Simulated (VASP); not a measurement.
# PtSe2 in VASP: single point with PBE+D3(BJ)

Aim: the single point of PtSe2 with PBE+D3(BJ).

All numbers are computed with VASP 6.6.1; they aren't measurements. Logs are shortened: lines on timing, memory, paths and dates and some standing lists are left out, and cuts for length are marked.

## (1) The cell of the first run

The cell holds a slab with vacuum, 6 atoms: a = 3.707 Å, b = 3.707 Å, c = 22.799 Å, α = 90.00°, β = 90.00°, γ = 120.00°.

## (2) Single point, PBE+D3(BJ) (layers slid over each other)

Input file INCAR:

```
PREC = Accurate
ENCUT = 520
EDIFF = 1E-7
ISMEAR = 0
SIGMA = 0.05
LREAL = False
LASPH = True
NELM = 60
ALGO = Normal
ISIF = 2
LWAVE = False
LCHARG = True
LDIPOL = True
IDIPOL = 3
DIPOL = 0.5 0.5 0.383
GGA = PE
IVDW = 12
LELF = True
LVHAR = True
LVACPOTAV = True
NBANDS = 31
```

Input file KPOINTS:

```
regular mesh
0
Gamma
  9 9 1
```

Input file POSCAR:

```
PtSe2
1.0
    3.7069017468      0.0000000000      0.0000000000
   -1.8534508734      3.2102710821      0.0000000000
    0.0000000000      0.0000000000     22.7988449202
Se Pt
4 2
Direct
    0.6666666667      0.3333333333      0.1973784205
    0.3333333333      0.6666666667      0.3135870473
    0.5000000000      1.3333333333      0.4521905604
    0.8333333333      1.0000000000      0.5683991871
    0.0000000000      0.0000000000      0.2554827339
    1.1666666667      1.6666666667      0.5102948737
```

Potentials or basis: VASP PAW PBE potentials, release 64 (Se, Pt).

Started as:

```sh
$ cat potpaw_PBE.64/Se/POTCAR potpaw_PBE.64/Pt/POTCAR > POTCAR
$ mpirun -np 1 vasp_std > vasp.out
```

OUTCAR:

```text
PREC = Accurate
   ENCUT = 520
   EDIFF = 1E-7
   ISMEAR = 0
   LREAL = False
   LASPH = True
   NELM = 60
   ISIF = 2
   GGA = PE
   IVDW = 12
 IVDW          = 12

 ion  position               nearest neighbor table
   1  0.667  0.333  0.197-   5 2.52   5 2.52   5 2.52
   2  0.333  0.667  0.314-   5 2.52   5 2.52   5 2.52
   3  0.500  0.333  0.452-   6 2.52   6 2.52   6 2.52
   4  0.833  0.000  0.568-   6 2.52   6 2.52   6 2.52
   5  0.000  0.000  0.255-   2 2.52   1 2.52   2 2.52   1 2.52   2 2.52   1 2.52
   6  0.167  0.667  0.510-   3 2.52   3 2.52   3 2.52   4 2.52   4 2.52   4 2.52

  LATTYP: Found a hexagonal cell.
 ALAT       =     3.7069017468
 C/A-ratio  =     6.1503774520

  Lattice vectors:

 A1 = (   3.7069017468,   0.0000000000,   0.0000000000)
 A2 = (  -1.8534508734,   3.2102710821,   0.0000000000)
 A3 = (   0.0000000000,   0.0000000000,  22.7988449202)

Analysis of symmetry for initial positions (statically):
=====================================================================
 Subroutine PRICEL returns:
 Original cell was already a primitive cell.

 Routine SETGRP: Setting up the symmetry group for a
 hexagonal supercell.

 Subroutine GETGRP returns: Found  1 space group operations
 (whereof  1 operations were pure point group operations)
 out of a pool of 24 trial point group operations.

The static configuration has the point symmetry C_1 .

Analysis of symmetry for dynamics (positions and initial velocities):
=====================================================================
 Subroutine PRICEL returns:
 Original cell was already a primitive cell.

 Routine SETGRP: Setting up the symmetry group for a
 hexagonal supercell.

 Subroutine GETGRP returns: Found  1 space group operations
 (whereof  1 operations were pure point group operations)
 out of a pool of 24 trial point group operations.

The dynamic configuration has the point symmetry C_1 .

 Subroutine INISYM returns: Found  1 space group operations
 (whereof  1 operations are pure point group operations),
 and found     1 'primitive' translations

----------------------------------------------------------------------------------------

                                     Primitive cell

  volume of cell :     271.3099

  direct lattice vectors                    reciprocal lattice vectors
     3.706901747  0.000000000  0.000000000     0.269767064  0.155750087  0.000000000
    -1.853450873  3.210271082  0.000000000     0.000000000  0.311500174  0.000000000
     0.000000000  0.000000000 22.798844920     0.000000000  0.000000000  0.043861871

  length of vectors
     3.706901747  3.706901747 22.798844920     0.311500174  0.311500174  0.043861871

  position of ions in fractional coordinates (direct lattice)
     0.666666667  0.333333333  0.197378421
     0.333333333  0.666666667  0.313587047
     0.500000000  0.333333333  0.452190560
     0.833333333  0.000000000  0.568399187
     0.000000000  0.000000000  0.255482734
     0.166666667  0.666666667  0.510294874

  ion indices of the primitive-cell ions
   primitive index   ion index
                 1           1
                 2           2
                 3           3
                 4           4
                 5           5
                 6           6

----------------------------------------------------------------------------------------

 KPOINTS: regular mesh

Automatic generation of k-mesh.
 Grid dimensions read from file:
 generate k-points for:    9    9    1

 Generating k-lattice:

  Cartesian coordinates                     Fractional coordinates (reciprocal lattice)
     0.029974118  0.017305565  0.000000000     0.111111111 -0.000000000  0.000000000
     0.000000000  0.034611130  0.000000000     0.000000000  0.111111111  0.000000000
     0.000000000  0.000000000  0.043861871     0.000000000  0.000000000  1.000000000

  Length of vectors
     0.034611130  0.034611130  0.043861871

  Shift w.r.t. Gamma in fractional coordinates (k-lattice)
     0.000000000  0.000000000  0.000000000

 Subroutine IBZKPT returns following result:
 ===========================================

 Found     41 irreducible k-points:

 Following reciprocal coordinates:
            Coordinates               Weight
  0.000000  0.000000  0.000000      1.000000
  0.111111 -0.000000  0.000000      2.000000
  0.000000  0.111111  0.000000      2.000000
 -0.111111  0.111111  0.000000      2.000000
  0.222222  0.000000  0.000000      2.000000
  0.000000  0.222222  0.000000      2.000000
[... 16 lines left out ...]
  0.333333  0.111111  0.000000      2.000000
 -0.111111  0.444444  0.000000      2.000000
 [... further k-points ...]
   k-points           NKPTS =     41   k-points in BZ     NKDIM =     41   number of bands    NBANDS=     31
   number of dos      NEDOS =    301   number of ions     NIONS =      6
   total plane-waves  NPLWV = 141120
   dimension x,y,z NGX =    28 NGY =   28 NGZ =  180
   dimension x,y,z NGXF=    56 NGYF=   56 NGZF=  360
   ions per type =               4   2
   NGX,Y,Z   is equivalent  to a cutoff of  12.56, 12.56, 13.13 a.u.
   NGXF,Y,Z  is equivalent  to a cutoff of  25.11, 25.11, 26.25 a.u.
 SYSTEM =  unknown system
   PREC   = accura    normal or accurate (medium, high low for compatibility)
   ISTART =      0    job   : 0-new  1-cont  2-samecut
   ICHARG =      2    charge: 1-file 2-atom 10-const
   ISPIN  =      1    spin polarized calculation?
   LNONCOLLINEAR =      F non collinear calculations
   LSORBIT =      F    spin-orbit coupling
   LASPH  =      T    aspherical Exc in radial PAW
   ENCUT  =  520.0 eV  38.22 Ry    6.18 a.u.   6.89  6.89 42.39*2*pi/ulx,y,z
   NELM   =     60;   NELMIN=  2; NELMDL= -5     # of ELM steps
   EDIFF  = 0.1E-06   stopping-criterion for ELM
   LREAL  =      F    real-space projection
   EDIFFG = 0.1E-05   stopping-criterion for IOM
   NSW    =      0    number of steps for IOM
   IBRION =     -1    ionic relax: 0-MD 1-quasi-New 2-CG
   NFREE  =      0    steps in history (QN), initial steepest desc. (CG)
   ISIF   =      2    stress and relaxation
   ISYM   =      2    0-nonsym 1-usesym 2-fastsym
   POTIM  = 0.5000    time-step for ionic-motion
   TEBEG  =    0.0;   TEEND  =   0.0 temperature during run
   PSTRESS=    0.0 pullay stress
   NELECT =      44.0000    total number of electrons
   NUPDOWN=      -1.0000    fix difference up-down
   EMIN   =  10.00;   EMAX   =-10.00  energy-range for DOS
   EFERMI =   0.00;   METHOD = LEGACY
   ISMEAR =     0;   SIGMA  =   0.05  broadening in eV -4-tet -1-fermi 0-gaus
   EFERMI_NEDOS =   21; number of points for ismear=-14 and -15
   IALGO  =     38    algorithm
   IMIX   =      4    mixing-type and parameters
     AMIX     =   0.40;   BMIX     =  1.00
     AMIX_MAG =   1.60;   BMIX_MAG =  1.00
  volume/ion in A,a.u.               =      45.22       305.15
  Fermi-wavevector in a.u.,A,eV,Ry     =   0.892765  1.687081 10.844244  0.797029
  Thomas-Fermi vector in A             =   2.014756
   LORBIT       =      0    0 simple, 1 ext, 2 COOP (PROOUT), +10 PAW based schemes
   GGA     = PE    functional components
   LHFCALC =     F    Hartree Fock is set to
   AEXX    =    0.0000 exact exchange contribution
   IVDW    =    12    specifies the selected vdW correction
   LEPSILON=     F    determine dielectric tensor
   LRPA    =     F    only Hartree local field effects (RPA)
 non-spin polarized calculation
 Gauss-broadening in eV      SIGMA  =   0.05
  energy-cutoff  :      520.00
  volume of cell :      271.31
 maximum number of plane-waves:      7334
   NGX = 13   NGY = 13   NGZ = 85

 dipolmoment           0.000000      0.000000      0.000268 electrons x Angstroem

 number of electron      44.0000001 magnetization

 dipolmoment           0.000000      0.000000     -0.002268 electrons x Angstroem

 Free energy of the ion-electron system (eV)
  ---------------------------------------------------
  ext. energy  EPLUGINS =         0.00000000
  ---------------------------------------------------
  free energy    TOTEN  =       -28.55595162 eV

  energy without entropy =      -28.55595162  energy(sigma->0) =      -28.55595162

 E-fermi :  -0.0452     XC(G=0):  -5.4610

 val. band max:       -0.2836549699   @ k =   0.0000   0.1111   0.0000
 cond. band min:       0.4995376539   @ k =   0.2222   0.0000   0.0000
 fundamental gap:      0.7831926239
 Fermi energy:        -0.0451766760

 k-point     1 :       0.0000    0.0000    0.0000
  band No.  band energies     occupation
      1     -14.7986      2.00000
      2     -14.6928      2.00000
      3     -13.0786      2.00000
      4     -12.8859      2.00000
      5      -6.1030      2.00000
      6      -5.7955      2.00000
[... 23 lines left out ...]
     30       4.8211      0.00000
     31       4.9899      0.00000

 k-point     2 :       0.1111   -0.0000    0.0000
  band No.  band energies     occupation
      1     -14.6666      2.00000
      2     -14.5604      2.00000
      3     -13.0782      2.00000
      4     -12.8969      2.00000
      5      -6.0058      2.00000
      6      -5.8077      2.00000
[... 23 lines left out ...]
     30       5.4611      0.00000
     31       5.6317      0.00000

 k-point     3 :       0.0000    0.1111    0.0000
  band No.  band energies     occupation
      1     -14.6661      2.00000
      2     -14.5608      2.00000
      3     -13.0770      2.00000
      4     -12.8981      2.00000
      5      -6.0068      2.00000
      6      -5.8087      2.00000
[... 703 lines left out ...]
     30       6.4241      0.00000
     31       6.7858      0.00000

 k-point    24 :      -0.1111    0.4444    0.0000
  band No.  band energies     occupation
      1     -13.5109      2.00000
      2     -13.4332      2.00000
      3     -13.0853      2.00000
      4     -13.0169      2.00000
      5      -6.3928      2.00000
      6      -6.3258      2.00000
[... 23 lines left out ...]
     30       6.3940      0.00000
     31       6.7730      0.00000

 [... further k-points ...]

------------------------ aborting loop because EDIFF is reached ----------------------------------------

 Edisp (eV)   -2.13127

 E8    (eV) :    -0.9448

  FORCE on cell =-STRESS in cart. coord.  units (eV):
  Direction    XX          YY          ZZ          XY          YZ          ZX
  --------------------------------------------------------------------------------------
  -------------------------------------------------------------------------------------
  Total      -0.04530    -0.01724    -0.61616    -0.11001    -0.12783     0.19909
  in kB      -0.26753    -0.10181    -3.63866    -0.64965    -0.75486     1.17571
  external pressure =       -1.34 kB  Pullay stress =        0.00 kB

 VOLUME and BASIS-vectors are now :
 -----------------------------------------------------------------------------
  energy-cutoff  :      520.00
  volume of cell :      271.31
      direct lattice vectors                 reciprocal lattice vectors
     3.706901747  0.000000000  0.000000000     0.269767064  0.155750087  0.000000000
    -1.853450873  3.210271082  0.000000000     0.000000000  0.311500174  0.000000000
     0.000000000  0.000000000 22.798844920     0.000000000  0.000000000  0.043861871

 POSITION                                       TOTAL-FORCE (eV/Angst)
 -----------------------------------------------------------------------------------
      1.85345      1.07009      4.50000        -0.030265      0.009426     -0.011559
     -0.00000      2.14018      7.14942        -0.053364      0.031379      0.027410
      1.23563      1.07009     10.30942         0.043599     -0.031586     -0.045539
      3.08908      0.00000     12.95884         0.006295     -0.013165      0.007145
      0.00000      0.00000      5.82471         0.035685     -0.009647      0.103063
     -0.61782      2.14018     11.63413        -0.001950      0.013594     -0.080520
 -----------------------------------------------------------------------------------
    total drift:                                0.000176      0.000064      0.000120

  FREE ENERGIE OF THE ION-ELECTRON SYSTEM (eV)
  ---------------------------------------------------
  free  energy   TOTEN  =       -30.6872254279 eV

  energy  without entropy=      -30.6872254279  energy(sigma->0) =      -30.68722543

 vacuum level on the upper side and lower side of the slab         4.964         4.999
```

Run time: 9.1 min. Hardware: 1 thread of Intel Xeon Platinum 8259CL at 2.50GHz (Skylake/Cascade Lake), shared host; peak memory 0.55 GiB.

What came out:

```
Free energy                : -30.6872 eV
Largest force              : 0.109 eV/Å
Band gap on the k mesh     : 0.78 eV (least direct gap 1.02 eV)
Dispersion energy per atom : -0.355 eV
```

Forces on the atoms (eV/Å):
```
Se  -0.030  0.009 -0.012
Se  -0.053  0.031  0.027
Se   0.044 -0.032 -0.046
Se   0.006 -0.013  0.007
Pt   0.036 -0.010  0.103
Pt  -0.002  0.014 -0.081
```

Levels at points of the mesh, in eV from the valence-band top:
```
           k point  band 18  band 19  band 20  band 21  band 22  band 23  band 24  band 25  band 26  band 27
(0.00, 0.00, 0.00)    -0.48    -0.44    -0.40    -0.40    -0.32     2.45     2.53     2.56     2.63     4.18
```

Caveat: the cell differs from its parent crystal (layers slid over each other); spin-orbit coupling is left out, which moves the levels of the heavy elements.
